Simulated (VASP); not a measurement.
# Cr (Pm-3m) in VASP: notebook, part 2 of 2

VASP 6.6.1.

### Step 4. Single point, RPBE, collinear spin, antiferromagnetic start

This run uses another cell than the first one, of 14.91 Å³/atom, 1.042 times its volume.

Contents of INCAR:

```
ALGO = Normal
EDIFF = 1E-7
ENCUT = 520
GGA = RP
ISIF = 2
ISMEAR = -1
ISPIN = 2
LASPH = True
LCHARG = True
LELF = True
LMAXMIX = 4
LORBIT = 11
LREAL = False
LVHAR = True
LWAVE = False
MAGMOM = 2.345 -2.345
NBANDS = 23
NELM = 150
PREC = Accurate
SIGMA = 0.05
```

Contents of KPOINTS:

```
k-points
0
Gamma
  12 12 12
```

Contents of POSCAR:

```
Cr
1.0
    0.0000000000      2.4610567723      2.4610567723
    2.4610567723      0.0000000000      2.4610567723
    2.4610567723      2.4610567723      0.0000000000
Cr
2
Direct
    0.0000000000      0.0000000000      0.0000000000
    0.5000000000      0.5000000000      0.5000000000
```

Potentials or basis: VASP PAW PBE potentials, release 64 (Cr_pv).

Launch:

```console
cat potpaw_PBE.64/Cr_pv/POTCAR > POTCAR
mpirun -np 1 vasp_std > vasp.out
```

OUTCAR:

```text
EDIFF = 1E-7
   ENCUT = 520
   GGA = RP
   ISIF = 2
   ISMEAR = -1
   ISPIN = 2
   LASPH = True
   LORBIT = 11
   LREAL = False
   NELM = 150
   PREC = Accurate

 ion  position               nearest neighbor table
   1  0.000  0.000  0.000-   2 2.46   2 2.46   2 2.46   2 2.46   2 2.46   2 2.46
   2  0.500  0.500  0.500-   1 2.46   1 2.46   1 2.46   1 2.46   1 2.46   1 2.46

  LATTYP: Found a face centered cubic cell.
 ALAT       =     4.9221135446

  Lattice vectors:

 A1 = (   0.0000000000,   2.4610567723,   2.4610567723)
 A2 = (   2.4610567723,   0.0000000000,   2.4610567723)
[... 1492 lines left out ...]

 VOLUME and BASIS-vectors are now :
 -----------------------------------------------------------------------------
  energy-cutoff  :      520.00
  volume of cell :       29.81
      direct lattice vectors                 reciprocal lattice vectors
     0.000000000  2.461056772  2.461056772    -0.203164757  0.203164757  0.203164757
     2.461056772  0.000000000  2.461056772     0.203164757 -0.203164757  0.203164757
     2.461056772  2.461056772  0.000000000     0.203164757  0.203164757 -0.203164757

 POSITION                                       TOTAL-FORCE (eV/Angst)
 -----------------------------------------------------------------------------------
      0.00000      0.00000      0.00000         0.000000      0.000000      0.000000
      2.46106      2.46106      2.46106        -0.000000     -0.000000     -0.000000
 -----------------------------------------------------------------------------------
    total drift:                                0.000000      0.000000      0.000000

  FREE ENERGIE OF THE ION-ELECTRON SYSTEM (eV)
  ---------------------------------------------------
  free  energy   TOTEN  =       -16.0711184278 eV

  energy  without entropy=      -16.0581800752  energy(sigma->0) =      -16.06464925

 total charge

# of ion       s       p       d       tot
------------------------------------------
    1        0.410   6.203   4.246  10.859
    2        0.410   6.203   4.246  10.859
--------------------------------------------------
tot          0.820  12.406   8.492  21.718

 magnetization (x)

# of ion       s       p       d       tot
------------------------------------------
    1        0.041  -0.022   2.506   2.525
    2       -0.041   0.022  -2.506  -2.525
--------------------------------------------------
tot          0.000   0.000   0.000   0.000
```

OSZICAR:

```text
N       E                     dE             d eps       ncg     rms          rms(c)
DAV:   1     0.248487312830E+03    0.24849E+03   -0.13462E+04  6624   0.122E+03
DAV:   2    -0.950249991632E+01   -0.25799E+03   -0.24896E+03  6841   0.369E+02
DAV:   3    -0.175654349164E+02   -0.80629E+01   -0.79970E+01  7947   0.785E+01
DAV:   4    -0.176470216222E+02   -0.81587E-01   -0.81463E-01  8027   0.780E+00
DAV:   5    -0.176483082023E+02   -0.12866E-02   -0.12861E-02  6946   0.959E-01    0.133E+01
DAV:   6    -0.158748331853E+02    0.17735E+01   -0.76225E+00  7100   0.287E+01    0.642E+00
DAV:   7    -0.159943647750E+02   -0.11953E+00   -0.47614E-01  7135   0.685E+00    0.290E+00
DAV:   8    -0.160300508967E+02   -0.35686E-01   -0.92163E-02  7331   0.165E+00    0.144E+00
DAV:   9    -0.160649486638E+02   -0.34898E-01   -0.29162E-01  7525   0.246E+00    0.974E-01
DAV:  10    -0.160692873530E+02   -0.43387E-02   -0.20892E-02  7058   0.901E-01    0.549E-01
DAV:  11    -0.160710548902E+02   -0.17675E-02   -0.19807E-02  7457   0.908E-01    0.223E-01
DAV:  12    -0.160710992797E+02   -0.44389E-04   -0.89929E-04  6925   0.204E-01    0.655E-02
DAV:  13    -0.160711093044E+02   -0.10025E-04   -0.18381E-05  7751   0.372E-02    0.298E-02
DAV:  14    -0.160711161275E+02   -0.68230E-05   -0.16338E-05  7114   0.294E-02    0.181E-02
DAV:  15    -0.160711185267E+02   -0.23993E-05   -0.14445E-05  7044   0.235E-02    0.420E-03
DAV:  16    -0.160711184278E+02    0.98965E-07   -0.75928E-07  6785   0.631E-03
   1 F= -.16071118E+02 E0= -.16064649E+02  d E =-.129384E-01  mag=    -0.0000
```

stdout:

```text
POSCAR found type information on POSCAR Cr
 POSCAR found :  1 types and       2 ions
 scaLAPACK will be used
 -----------------------------------------------------------------------------
|                                                                             |
|                                                                             |
|     You enforced a specific xc type in the INCAR file but a different       |
|     I HOPE YOU KNOW WHAT YOU ARE DOING!                                     |
|                                                                             |
 -----------------------------------------------------------------------------

 LDA part: xc-table for (Slater+PW92), standard interpolation
 POSCAR, INCAR and KPOINTS ok, starting setup
 FFT: planning ... GRIDC
 FFT: planning ... GRID_SOFT
 FFT: planning ... GRID
 WAVECAR not read
 entering main loop
```

Run time: 1.7 min. Hardware: 1 thread of Intel Xeon 6975P-C, shared host; peak memory 0.22 GiB.

What came out:

| Property | Result |
| --- | --- |
| Free energy | -16.0711 eV |
| Pressure | 0.4 GPa |
| Band gap on the k mesh | zero (filled and empty bands overlap) |
| Net moment | 0.00 μB per cell |
| Site moments | Cr +2.52, -2.52 μB |
| Valence electrons inside the program's atomic spheres | Cr 10.86 |

Caveat: the PAW data sets were made with another functional, which shifts forces and pressure a little.

### Step 5. Single point, RPBE, collinear spin, antiferromagnetic start (volume scaled by 1.04)

Contents of INCAR:

```
SYSTEM = Cr
PREC     = Accurate       ! precision mode
ENCUT    = 520            ! plane-wave cutoff, eV
EDIFF    = 1E-6           ! SCF threshold, eV
ISMEAR   = -1             ! smearing method
SIGMA    = 0.05           ! smearing width, eV
LREAL    = .False.        ! projectors in reciprocal space
LASPH    = .True.         ! aspherical terms in the spheres
NELM     = 150            ! most SCF steps
ALGO     = Normal         ! electronic algorithm
ISIF     = 2              ! what is computed and relaxed
LWAVE    = .False.        ! write WAVECAR
LCHARG   = .False.        ! write CHGCAR
ISPIN    = 2              ! spin polarisation
MAGMOM   = 2.345 -2.345   ! initial moments
LORBIT   = 11             ! projections on sites
LMAXMIX  = 4              ! l up to which the mixer works
GGA      = RP             ! functional
NBANDS   = 23             ! bands
```

Contents of KPOINTS:

```
regular mesh
0
Gamma
  12 12 12
  0 0 0
```

Contents of POSCAR:

```
Cr
1.0
    0.0000000000      2.4934428122      2.4934428122
    2.4934428122      0.0000000000      2.4934428122
    2.4934428122      2.4934428122      0.0000000000
Cr
2
Direct
    0.0000000000      0.0000000000      0.0000000000
    0.5000000000      0.5000000000      0.5000000000
```

Launch:

```console
cat potpaw_PBE.64/Cr_pv/POTCAR > POTCAR
mpirun -np 1 vasp_std > vasp.out
```

Run time: 81 s. Hardware: 1 thread of Intel Xeon 6975P-C, shared host; peak memory 0.22 GiB.

It converged, with:

```yaml
Free_energy: -16.0673 eV
Pressure: -1.5 GPa
Band_gap_on_the_k_mesh: zero (filled and empty bands overlap)
Net_moment: 0.00 μB per cell
Site_moments: Cr +2.70, -2.70 μB
Valence_electrons_inside_the_program's_atomic_spheres: Cr 10.81
```

Levels at points of the mesh, in eV from the Fermi level:
Spin up:
```tsv
k point	band 8	band 9	band 10	band 11	band 12	band 13	band 14	band 15	band 16	band 17
(0.00, 0.00, 0.00)	-2.27	-2.27	-2.10	-2.10	-2.10	2.85	2.85	2.85	3.83	3.83
(0.50, 0.00, 0.00)	-2.52	-1.30	-1.30	-0.35	-0.35	0.75	0.75	1.11	2.21	2.21
(0.50, 0.50, 0.00)	-2.76	-1.69	-0.92	-0.69	-0.17	-0.17	2.53	2.53	2.82	3.81
```
Spin down:
| k point | band 8 | band 9 | band 10 | band 11 | band 12 | band 13 | band 14 | band 15 | band 16 | band 17 |
| --- | --- | --- | --- | --- | --- | --- | --- | --- | --- | --- |
| (0.00, 0.00, 0.00) | -2.27 | -2.27 | -2.10 | -2.10 | -2.10 | 2.85 | 2.85 | 2.85 | 3.83 | 3.83 |
| (0.50, 0.00, 0.00) | -2.52 | -1.30 | -1.30 | -0.35 | -0.35 | 0.75 | 0.75 | 1.11 | 2.21 | 2.21 |
| (0.50, 0.50, 0.00) | -2.76 | -1.69 | -0.92 | -0.69 | -0.17 | -0.17 | 2.53 | 2.53 | 2.82 | 3.81 |

Caveat: the cell differs from its parent crystal (volume scaled by 1.04); the PAW data sets were made with another functional, which shifts forces and pressure a little.

### Step 6. Single point, RPBE, collinear spin, antiferromagnetic start (volume scaled by 1.08)

Contents of INCAR:

```
PREC = Accurate
ENCUT = 520
EDIFF = 1E-6
ISMEAR = -1
SIGMA = 0.05
LREAL = F
LASPH = T
NELM = 150
ALGO = Normal
ISIF = 2
LWAVE = F
LCHARG = F
ISPIN = 2
MAGMOM = 2.345 -2.345
LORBIT = 11
LMAXMIX = 4
GGA = RP
NBANDS = 23
```

Contents of KPOINTS:

```
Automatic mesh
0
Gamma
  12 12 12
```

Contents of POSCAR:

```
Cr
1.0
    0.0000000000      2.5250087304      2.5250087304
    2.5250087304      0.0000000000      2.5250087304
    2.5250087304      2.5250087304      0.0000000000
Cr
2
Direct
    0.0000000000      0.0000000000      0.0000000000
    0.5000000000      0.5000000000      0.5000000000
```

Potentials or basis: VASP PAW PBE potentials, release 64 (Cr_pv).

Launch:

```console
cat potpaw_PBE.64/Cr_pv/POTCAR > POTCAR
mpirun -np 1 vasp_std > vasp.out
```

Run time: 72 s. Hardware: 1 thread of Intel Xeon 6975P-C, shared host; peak memory 0.22 GiB.

Results (log left out):

* Free energy: -16.0506 eV
* Pressure: -3.1 GPa
* Band gap on the k mesh: zero (filled and empty bands overlap)
* Net moment: 0.00 μB per cell
* Site moments: Cr +2.85, -2.85 μB
* Valence electrons inside the program's atomic spheres: Cr 10.77

Levels at points of the mesh, in eV from the Fermi level:
Spin up:
| k point | band 10 | band 11 | band 12 | band 13 | band 14 | band 15 |
| --- | --- | --- | --- | --- | --- | --- |
| (0.00, 0.00, 0.00) | -2.00 | -2.00 | -2.00 | 2.83 | 2.83 | 2.83 |
| (0.50, 0.00, 0.00) | -1.30 | -0.40 | -0.40 | 0.85 | 0.85 | 0.97 |
| (0.50, 0.50, 0.00) | -0.87 | -0.70 | -0.23 | -0.23 | 2.59 | 2.59 |
Spin down:
```
           k point  band 10  band 11  band 12  band 13  band 14  band 15
(0.00, 0.00, 0.00)    -2.00    -2.00    -2.00     2.83     2.83     2.83
(0.50, 0.00, 0.00)    -1.30    -0.40    -0.40     0.85     0.85     0.97
(0.50, 0.50, 0.00)    -0.87    -0.70    -0.23    -0.23     2.59     2.59
```

Caveat: the cell differs from its parent crystal (volume scaled by 1.08); the PAW data sets were made with another functional, which shifts forces and pressure a little.

### Step 7. Overview

| cell | gap on the mesh (eV) | pressure (GPa) | moment (μB) |
| --- | --- | --- | --- |
| a = 3.433 Å, angles 60.0°, 2 atoms | none | 1.9 | 0.00 |
| a = 3.480 Å, angles 60.0°, 2 atoms | none | 0.4 | 0.00 |
| a = 3.526 Å, angles 60.0°, 2 atoms | none | -1.5 | 0.00 |
| a = 3.571 Å, angles 60.0°, 2 atoms | none | -3.1 | 0.00 |

Alike in all rows: task single point; level RPBE; potentials or basis VASP PAW PBE potentials, release 64 (Cr_pv); spin collinear, antiferromagnetic start; k mesh 12 × 12 × 12; cutoff (eV) 520; smearing fermi-dirac 0.05 eV.

Caveats: the PAW data sets were made with another functional, which shifts forces and pressure a little.

Absolute energies hang on the potentials; compare differences alone.
